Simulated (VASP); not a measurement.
# CdSe (zincblende type) (F-43m) in VASP: notebook

The runs below take CdSe (zincblende type) through single point, relaxation of cell and atoms, with PBE.

All numbers are computed with VASP 6.6.1; they aren't measurements. Logs are shortened: lines on timing, memory, paths and dates and some standing lists are left out, and cuts for length are marked.

## 1. The cell of the first run

The structure is cubic, space group F-43m (No. 216). The conventional cell has a = 6.006 Å, b = 6.006 Å, c = 6.006 Å, α = 90.00°, β = 90.00°, γ = 90.00°. Within 3.4 Å of Cd (site symmetry -43m) lie 4 Se at 2.60 Å. Within 3.4 Å of Se (site symmetry -43m) lie 4 Cd at 2.60 Å.

## 2. Single point, PBE

INCAR reads:

```
PREC = Accurate ; ENCUT = 520
EDIFF = 1E-7 ; ISMEAR = -1
SIGMA = 0.05 ; LREAL = False
LASPH = True ; NELM = 100
ALGO = Normal ; ISIF = 2
LWAVE = False ; LCHARG = False
GGA = PE ; NBANDS = 16
```

KPOINTS reads:

```
Automatic mesh
0
Gamma
  11 11 11
```

POSCAR reads:

```
CdSe
1.0
    0.0000000000      3.0030944578      3.0030944578
    3.0030944578      0.0000000000      3.0030944578
    3.0030944578      3.0030944578      0.0000000000
Cd Se
1 1
Direct
    0.0000000000      0.0000000000      0.0000000000
    0.2500000000      0.2500000000      0.2500000000
```

Potentials or basis: VASP PAW PBE potentials, release 64 (Cd, Se).

Started as:

```sh
$ cat potpaw_PBE.64/Cd/POTCAR potpaw_PBE.64/Se/POTCAR > POTCAR
$ mpirun -np 1 vasp_std > vasp.out
```

OUTCAR:

```text
PREC = Accurate
   ENCUT = 520
   EDIFF = 1E-7
   ISMEAR = -1
   LREAL = False
   LASPH = True
   NELM = 100
   ISIF = 2
   GGA = PE

 ion  position               nearest neighbor table
   1  0.000  0.000  0.000-   2 2.60   2 2.60   2 2.60   2 2.60
   2  0.250  0.250  0.250-   1 2.60   1 2.60   1 2.60   1 2.60

  LATTYP: Found a face centered cubic cell.
 ALAT       =     6.0061889156

  Lattice vectors:

 A1 = (   0.0000000000,   3.0030944578,   3.0030944578)
 A2 = (   3.0030944578,   0.0000000000,   3.0030944578)
 A3 = (   3.0030944578,   3.0030944578,   0.0000000000)

Analysis of symmetry for initial positions (statically):
=====================================================================
 Subroutine PRICEL returns:
 Original cell was already a primitive cell.

 Routine SETGRP: Setting up the symmetry group for a
 face centered cubic supercell.

 Subroutine GETGRP returns: Found 24 space group operations
 (whereof 24 operations were pure point group operations)
 out of a pool of 48 trial point group operations.

The static configuration has the point symmetry T_d .

Analysis of symmetry for dynamics (positions and initial velocities):
=====================================================================
 Subroutine PRICEL returns:
 Original cell was already a primitive cell.

 Routine SETGRP: Setting up the symmetry group for a
 face centered cubic supercell.

 Subroutine GETGRP returns: Found 24 space group operations
 (whereof 24 operations were pure point group operations)
 out of a pool of 48 trial point group operations.

The dynamic configuration has the point symmetry T_d .

 Subroutine INISYM returns: Found 24 space group operations
 (whereof 24 operations are pure point group operations),
 and found     1 'primitive' translations

----------------------------------------------------------------------------------------

                                     Primitive cell

  volume of cell :      54.1673

  direct lattice vectors                    reciprocal lattice vectors
     0.000000000  3.003094458  3.003094458    -0.166494929  0.166494929  0.166494929
     3.003094458  0.000000000  3.003094458     0.166494929 -0.166494929  0.166494929
     3.003094458  3.003094458  0.000000000     0.166494929  0.166494929 -0.166494929

  length of vectors
     4.247016911  4.247016911  4.247016911     0.288377677  0.288377677  0.288377677

  position of ions in fractional coordinates (direct lattice)
     0.000000000  0.000000000  0.000000000
     0.250000000  0.250000000  0.250000000

  ion indices of the primitive-cell ions
   primitive index   ion index
                 1           1
                 2           2

----------------------------------------------------------------------------------------

 KPOINTS: Automatic mesh

Automatic generation of k-mesh.
 Grid dimensions read from file:
 generate k-points for:   11   11   11

 Generating k-lattice:

  Cartesian coordinates                     Fractional coordinates (reciprocal lattice)
    -0.015135903  0.015135903  0.015135903     0.090909091  0.000000000  0.000000000
     0.015135903 -0.015135903  0.015135903     0.000000000  0.090909091  0.000000000
     0.015135903  0.015135903 -0.015135903     0.000000000  0.000000000  0.090909091

  Length of vectors
     0.026216152  0.026216152  0.026216152

  Shift w.r.t. Gamma in fractional coordinates (k-lattice)
     0.000000000  0.000000000  0.000000000

 Subroutine IBZKPT returns following result:
 ===========================================

 Found     56 irreducible k-points:

 Following reciprocal coordinates:
            Coordinates               Weight
  0.000000  0.000000  0.000000      1.000000
  0.090909  0.000000  0.000000      8.000000
  0.181818  0.000000  0.000000      8.000000
  0.272727  0.000000  0.000000      8.000000
  0.363636  0.000000  0.000000      8.000000
  0.454545  0.000000  0.000000      8.000000
[... 16 lines left out ...]
 -0.272727  0.181818  0.000000     24.000000
 -0.181818  0.181818  0.000000     12.000000
 [... further k-points ...]
   k-points           NKPTS =     56   k-points in BZ     NKDIM =     56   number of bands    NBANDS=     16
   number of dos      NEDOS =    301   number of ions     NIONS =      2
   total plane-waves  NPLWV =  32768
   dimension x,y,z NGX =    32 NGY =   32 NGZ =   32
   dimension x,y,z NGXF=    64 NGYF=   64 NGZF=   64
   ions per type =               1   1
   NGX,Y,Z   is equivalent  to a cutoff of  12.53, 12.53, 12.53 a.u.
   NGXF,Y,Z  is equivalent  to a cutoff of  25.05, 25.05, 25.05 a.u.
 SYSTEM =  unknown system
   PREC   = accura    normal or accurate (medium, high low for compatibility)
   ISTART =      0    job   : 0-new  1-cont  2-samecut
   ICHARG =      2    charge: 1-file 2-atom 10-const
   ISPIN  =      1    spin polarized calculation?
   LNONCOLLINEAR =      F non collinear calculations
   LSORBIT =      F    spin-orbit coupling
   LASPH  =      T    aspherical Exc in radial PAW
   ENCUT  =  520.0 eV  38.22 Ry    6.18 a.u.   7.90  7.90  7.90*2*pi/ulx,y,z
   NELM   =    100;   NELMIN=  2; NELMDL= -5     # of ELM steps
   EDIFF  = 0.1E-06   stopping-criterion for ELM
   LREAL  =      F    real-space projection
   EDIFFG = 0.1E-05   stopping-criterion for IOM
   NSW    =      0    number of steps for IOM
   IBRION =     -1    ionic relax: 0-MD 1-quasi-New 2-CG
   NFREE  =      0    steps in history (QN), initial steepest desc. (CG)
   ISIF   =      2    stress and relaxation
   ISYM   =      2    0-nonsym 1-usesym 2-fastsym
   POTIM  = 0.5000    time-step for ionic-motion
   TEBEG  =    0.0;   TEEND  =   0.0 temperature during run
   PSTRESS=    0.0 pullay stress
   NELECT =      18.0000    total number of electrons
   NUPDOWN=      -1.0000    fix difference up-down
   EMIN   =  10.00;   EMAX   =-10.00  energy-range for DOS
   EFERMI =   0.00;   METHOD = LEGACY
   ISMEAR =    -1;   SIGMA  =   0.05  broadening in eV -4-tet -1-fermi 0-gaus
   EFERMI_NEDOS =   21; number of points for ismear=-14 and -15
   IALGO  =     38    algorithm
   IMIX   =      4    mixing-type and parameters
     AMIX     =   0.40;   BMIX     =  1.00
     AMIX_MAG =   1.60;   BMIX_MAG =  1.00
  volume/ion in A,a.u.               =      27.08       182.77
[... 36 lines left out ...]
      3      -6.8199      2.00000
      4      -6.8199      2.00000
      5      -6.4025      2.00000
      6      -6.4025      2.00000
[... 8 lines left out ...]
     15      12.4372      0.00000
     16      12.4372      0.00000

 k-point     2 :       0.0909    0.0000    0.0000
  band No.  band energies     occupation
      1     -11.5327      2.00000
      2      -6.8094      2.00000
      3      -6.8094      2.00000
      4      -6.7942      2.00000
      5      -6.4033      2.00000
      6      -6.4033      2.00000
[... 8 lines left out ...]
     15      11.8663      0.00000
     16      11.8663      0.00000

 k-point     3 :       0.1818    0.0000    0.0000
  band No.  band energies     occupation
      1     -11.4470      2.00000
      2      -6.7827      2.00000
      3      -6.7827      2.00000
      4      -6.7091      2.00000
      5      -6.4034      2.00000
      6      -6.4034      2.00000
[... 8 lines left out ...]
     15      11.3812      0.00000
     16      11.8076      0.00000

 k-point     4 :       0.2727    0.0000    0.0000
  band No.  band energies     occupation
      1     -11.3335      2.00000
      2      -6.7517      2.00000
      3      -6.7517      2.00000
      4      -6.5488      2.00000
      5      -6.3985      2.00000
      6      -6.3985      2.00000
[... 8 lines left out ...]
     15      11.4711      0.00000
     16      11.4711      0.00000

 k-point     5 :       0.3636    0.0000    0.0000
  band No.  band energies     occupation
      1     -11.2283      2.00000
      2      -6.7282      2.00000
      3      -6.7282      2.00000
      4      -6.3875      2.00000
      5      -6.3875      2.00000
      6      -6.3195      2.00000
[... 8 lines left out ...]
     15      12.1861      0.00000
     16      12.1861      0.00000

 k-point     6 :       0.4545    0.0000    0.0000
  band No.  band energies     occupation
      1     -11.1655      2.00000
      2      -6.7170      2.00000
      3      -6.7170      2.00000
      4      -6.3776      2.00000
      5      -6.3776      2.00000
      6      -6.1122      2.00000
[... 8 lines left out ...]
     15      13.2377      0.00000
     16      13.2377      0.00000

 k-point     7 :       0.0909    0.0909    0.0000
  band No.  band energies     occupation
      1     -11.5221      2.00000
      2      -6.7998      2.00000
      3      -6.7998      2.00000
      4      -6.7981      2.00000
      5      -6.4098      2.00000
      6      -6.3973      2.00000
[... 8 lines left out ...]
     15      11.9219      0.00000
     16      12.5070      0.00000

 k-point     8 :       0.1818    0.0909    0.0000
  band No.  band energies     occupation
      1     -11.4545      2.00000
      2      -6.7832      2.00000
      3      -6.7727      2.00000
      4      -6.7342      2.00000
      5      -6.4152      2.00000
      6      -6.3926      2.00000
[... 8 lines left out ...]
     15      12.1928      0.00000
     16      12.5522      0.00000

 k-point     9 :       0.2727    0.0909    0.0000
  band No.  band energies     occupation
      1     -11.3504      2.00000
      2      -6.7561      2.00000
      3      -6.7400      2.00000
      4      -6.6031      2.00000
      5      -6.4111      2.00000
      6      -6.3864      2.00000
[... 8 lines left out ...]
     15      12.1114      0.00000
     16      12.2243      0.00000
[... 172 lines left out ...]
 k-point    19 :       0.3636    0.1818    0.0000
  band No.  band energies     occupation
      1     -11.2242      2.00000
      2      -6.7063      2.00000
      3      -6.6766      2.00000
      4      -6.5175      2.00000
      5      -6.3679      2.00000
      6      -6.3364      2.00000
[... 8 lines left out ...]
     15      13.0996      0.00000
     16      13.3792      0.00000

 k-point    20 :       0.4545    0.1818    0.0000
  band No.  band energies     occupation
      1     -11.1451      2.00000
      2      -6.6941      2.00000
      3      -6.6611      2.00000
      4      -6.4574      2.00000
      5      -6.3665      2.00000
      6      -6.1467      2.00000
[... 8 lines left out ...]
     15      13.4094      0.00000
     16      13.7712      0.00000

 k-point    21 :      -0.4545    0.1818    0.0000
  band No.  band energies     occupation
      1     -11.1104      2.00000
      2      -6.6894      2.00000
      3      -6.6610      2.00000
      4      -6.4226      2.00000
      5      -6.3769      2.00000
      6      -6.0101      2.00000
[... 8 lines left out ...]
     15      13.0874      0.00000
     16      13.3296      0.00000

 k-point    22 :      -0.3636    0.1818    0.0000
  band No.  band energies     occupation
      1     -11.1308      2.00000
      2      -6.6902      2.00000
      3      -6.6750      2.00000
      4      -6.4078      2.00000
      5      -6.3966      2.00000
      6      -6.0779      2.00000
[... 8 lines left out ...]
     15      12.0677      0.00000
     16      13.3853      0.00000

 k-point    23 :      -0.2727    0.1818    0.0000
  band No.  band energies     occupation
      1     -11.2001      2.00000
      2      -6.7028      2.00000
      3      -6.6985      2.00000
      4      -6.4282      2.00000
      5      -6.4139      2.00000
      6      -6.2632      2.00000
[... 8 lines left out ...]
     15      12.8271      0.00000
     16      13.8844      0.00000

 k-point    24 :      -0.1818    0.1818    0.0000
  band No.  band energies     occupation
      1     -11.2960      2.00000
      2      -6.7387      2.00000
      3      -6.7194      2.00000
      4      -6.5339      2.00000
      5      -6.4195      2.00000
      6      -6.3634      2.00000
[... 8 lines left out ...]
     15      12.3049      0.00000
     16      13.6328      0.00000

 [... further k-points ...]

------------------------ aborting loop because EDIFF is reached ----------------------------------------

  FORCE on cell =-STRESS in cart. coord.  units (eV):
  Direction    XX          YY          ZZ          XY          YZ          ZX
  --------------------------------------------------------------------------------------
  -------------------------------------------------------------------------------------
  Total        1.8849422      1.8849422      1.8849422     -0.0000000     -0.0000000     -0.0000000
  in kB       55.7534378     55.7534378     55.7534378     -0.0000000     -0.0000000     -0.0000000
  external PRESSURE =      55.7534378 kB  Pullay stress =       0.0000000 kB

 VOLUME and BASIS-vectors are now :
 -----------------------------------------------------------------------------
  energy-cutoff  :      520.00
  volume of cell :       54.17
      direct lattice vectors                 reciprocal lattice vectors
     0.000000000  3.003094458  3.003094458    -0.166494929  0.166494929  0.166494929
     3.003094458  0.000000000  3.003094458     0.166494929 -0.166494929  0.166494929
     3.003094458  3.003094458  0.000000000     0.166494929  0.166494929 -0.166494929

 POSITION                                       TOTAL-FORCE (eV/Angst)
 -----------------------------------------------------------------------------------
      0.00000      0.00000      0.00000        -0.000000      0.000000     -0.000000
      1.50155      1.50155      1.50155         0.000000     -0.000000      0.000000
 -----------------------------------------------------------------------------------
    total drift:                               -0.000000     -0.000000     -0.000000

  FREE ENERGIE OF THE ION-ELECTRON SYSTEM (eV)
  ---------------------------------------------------
  free  energy   TOTEN  =        -5.4109574339 eV

  energy  without entropy=       -5.4109535700  energy(sigma->0) =       -5.41095550
```

Run time: 15 s. Hardware: 1 thread of Intel Xeon 6975P-C (Granite Rapids), shared host; peak memory 0.2 GiB.

What came out:

* Free energy: -5.4110 eV
* Pressure: 5.6 GPa
* Band gap on the k mesh: 0.69 eV, direct

Levels at points of the mesh, in eV from the valence-band top:
```
           k point  band 5  band 6  band 7  band 8  band 9  band 10  band 11  band 12  band 13  band 14
(0.00, 0.00, 0.00)   -7.65   -7.65    0.00    0.00    0.00     0.69     5.93     5.93     5.93     9.94
```

PBE gaps usually lie below the measured ones, often by a third to a half.

## 3. Relaxation of cell and atoms, PBE, target pressure 5.2 GPa, at which the enthalpy is minimised

This run uses another cell than the first one, of 25.72 Å³/atom, 0.950 times its volume.

INCAR reads:

```
PREC     = Accurate       # precision mode
ENCUT    = 600            # plane-wave cutoff, eV
EDIFF    = 1E-7           # SCF threshold, eV
ISMEAR   = -1             # smearing method
SIGMA    = 0.05           # smearing width, eV
LREAL    = F              # projectors in reciprocal space
LASPH    = T              # aspherical terms in the spheres
NELM     = 100            # most SCF steps
ALGO     = Normal         # electronic algorithm
ISIF     = 3              # what is computed and relaxed
LWAVE    = F              # write WAVECAR
LCHARG   = F              # write CHGCAR
GGA      = PE             # functional
IBRION   = 2              # ionic algorithm
NSW      = 60             # ionic steps
EDIFFG   = -0.005         # ionic threshold
PSTRESS  = 52.0
```

KPOINTS reads:

```
regular mesh
0
Gamma
  11 11 11
```

POSCAR reads:

```
CdSe
1.0
    0.0000000000      2.9516761635      2.9516761635
    2.9516761635      0.0000000000      2.9516761635
    2.9516761635      2.9516761635      0.0000000000
Cd Se
1 1
Direct
    0.0000000000      0.0000000000      0.0000000000
    0.2500000000      0.2500000000      0.2500000000
```

Potentials or basis: VASP PAW PBE potentials, release 64 (Cd, Se).

Started as:

```sh
$ cat potpaw_PBE.64/Cd/POTCAR potpaw_PBE.64/Se/POTCAR > POTCAR
$ mpirun -np 1 vasp_std > vasp.out
```

It took 44 s on 1 thread of Intel Xeon 6975P-C (Granite Rapids), shared host; peak memory 0.25 GiB.

It converged, with:

```
Free energy                                            : -5.4192 eV
Relaxed volume                                         : 27.22 Å³/atom
Relaxed cell                                           : a = 4.254 Å, b = 4.254 Å, c = 4.254 Å, α = 60.00°, β = 60.00°, γ = 60.00°
Space group after relaxing (to 0.05 Å)                 : F-43m (No. 216)
Energy change on relaxing (the enthalpy is what falls) : -68.2 meV/atom
Ionic steps                                            : 3
Pressure after relaxing                                : 5.2 GPa
Band gap on the k mesh                                 : 0.68 eV, direct
```

Step by step:
```tsv
step	energy change (eV)	largest force (eV/Å)	pressure (GPa)	volume (Å³)
1	0.0000	0.0000	9.55	51.43
2	-0.1927	0.0000	2.56	56.80
3	-0.1364	0.0000	5.19	54.44
```

Final structure:
```yaml
crystal:
  lattice:
    - [0.00000, 3.00820, 3.00820]
    - [3.00820, 0.00000, 3.00820]
    - [3.00820, 3.00820, 0.00000]
  atoms:
    - { symbol: Cd, position: [0.00000, 0.00000, 0.00000] }
    - { symbol: Se, position: [0.25000, 0.25000, 0.25000] }
```

Levels at points of the mesh, in eV from the valence-band top:
```
           k point  band 5  band 6  band 7  band 8  band 9  band 10  band 11  band 12  band 13
(0.00, 0.00, 0.00)   -7.64   -7.64    0.00    0.00    0.00     0.68     5.93     5.93     5.93
```

Caveat: the cell is relaxed towards a set pressure, so the enthalpy falls and the energy may rise.

## 4. Relaxation of cell and atoms, PBE, target pressure 5.2 GPa, at which the enthalpy is minimised

INCAR reads:

```
SYSTEM = CdSe
ALGO = Normal
EDIFF = 1E-6
EDIFFG = -0.005
ENCUT = 600
GGA = PE
IBRION = 2
ISIF = 3
ISMEAR = -1
LASPH = .True.
LCHARG = .False.
LREAL = .False.
LWAVE = .False.
NELM = 100
NSW = 32
PREC = Accurate
PSTRESS = 52.0
SIGMA = 0.05
```

KPOINTS reads:

```
k-points
0
Gamma
  11 11 11
  0 0 0
```

POSCAR reads:

```
CdSe
1.0
    0.0000000000      3.0030944578      3.0030944578
    3.0030944578      0.0000000000      3.0030944578
    3.0030944578      3.0030944578      0.0000000000
Cd Se
1 1
Direct
    0.0000000000      0.0000000000      0.0000000000
    0.2500000000      0.2500000000      0.2500000000
```

Started as:

```sh
$ cat potpaw_PBE.64/Cd/POTCAR potpaw_PBE.64/Se/POTCAR > POTCAR
$ mpirun -np 1 vasp_std > vasp.out
```

Wall time 33 s (1 thread of Intel Xeon 6975P-C (Granite Rapids), shared host); peak memory 0.24 GiB.

It converged, with:

| Item | Value |
| --- | --- |
| Free energy | -5.4191 eV |
| Relaxed volume | 27.21 Å³/atom |
| Relaxed cell | a = 4.254 Å, b = 4.254 Å, c = 4.254 Å, α = 60.00°, β = 60.00°, γ = 60.00° |
| Space group after relaxing (to 0.05 Å) | F-43m (No. 216) |
| Energy change on relaxing (the enthalpy is what falls) | -4.2 meV/atom |
| Ionic steps | 3 |
| Pressure after relaxing | 5.2 GPa |
| Band gap on the k mesh | 0.68 eV, direct |

The path:
```csv
step,energy change (eV),largest force (eV/Å),pressure (GPa),volume (Å³)
1,0.0000,0.0000,5.56,54.17
2,-0.0155,0.0000,4.95,54.64
3,-0.0084,0.0000,5.21,54.42
```

Final structure:
```yaml
crystal:
  lattice:
    - [0.00000, 3.00771, 3.00771]
    - [3.00771, 0.00000, 3.00771]
    - [3.00771, 3.00771, 0.00000]
  atoms:
    - { symbol: Cd, position: [0.00000, 0.00000, 0.00000] }
    - { symbol: Se, position: [0.25000, 0.25000, 0.25000] }
```

Levels at points of the mesh, in eV from the valence-band top:
```csv
k point,band 7,band 8,band 9,band 10,band 11,band 12
"(0.00, 0.00, 0.00)",0.00,0.00,0.00,0.68,5.93,5.93
```

Caveat: the cell is relaxed towards a set pressure, so the enthalpy falls and the energy may rise. PBE gaps usually lie below the measured ones, often by a third to a half.

## 5. Overview

```tsv
task	cell	cutoff (eV)	gap on the mesh (eV)	pressure (GPa)
single point	a = 4.247 Å, angles 60.0°, 2 atoms	520	0.69	5.6
relaxation of cell and atoms	relaxed to 5.2 GPa from a = 4.174 Å, angles 60.0°, 2 atoms	600	0.68	5.2
relaxation of cell and atoms	relaxed to 5.2 GPa from a = 4.247 Å, angles 60.0°, 2 atoms	600	0.68	5.2
```

Alike in all rows: level PBE; potentials or basis VASP PAW PBE potentials, release 64 (Cd, Se); no spin polarisation; k mesh 11 × 11 × 11; smearing fermi-dirac 0.05 eV.

Caveats: the cell is relaxed towards a set pressure, so the enthalpy falls and the energy may rise (some runs).

Total energies depend on the potentials used, so only differences within one code and one set of settings carry meaning.
